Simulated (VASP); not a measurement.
A run of VASP 6.6.1 is set up as follows.

Contents of INCAR:

```
SYSTEM = Cs
ALGO = Normal ; EDIFF = 1E-7
ENCUT = 520 ; ISIF = 2
ISMEAR = -1 ; LASPH = .True.
LCHARG = .True. ; LELF = .True.
LREAL = .False. ; LVHAR = .True.
LWAVE = .False. ; NBANDS = 16
NELM = 60 ; PREC = Accurate
SIGMA = 0.03
```

File KPOINTS:

```
k-points
0
Gamma
  9 9 9
  0 0 0
```

Contents of POSCAR:

```
Cs
1.0
   -2.5021558492      2.5021558492      9.4018401231
    2.5021558492     -2.5021558492      9.4018401231
    2.5021558492      2.5021558492     -9.4018401231
Cs
2
Direct
    0.2500000000      0.7500000000      0.5000000000
    0.5000000000      0.5000000000      0.0000000000
```

Potentials or basis: VASP PAW LDA potentials, release 64 (Cs_sv).

The run is started by

```bash
$ cat potpaw_LDA.64/Cs_sv/POTCAR > POTCAR
$ mpirun -np 1 vasp_std > vasp.out
```

(1) What does it give for the band gap on the k mesh?

(2) What does it give for the pressure?

## Answers

(1) zero (bands 9 and 10 overlap by 1.53 eV).

(2) -0.3 GPa.

Caveat: spin-orbit coupling is left out, which moves the levels of the heavy elements.
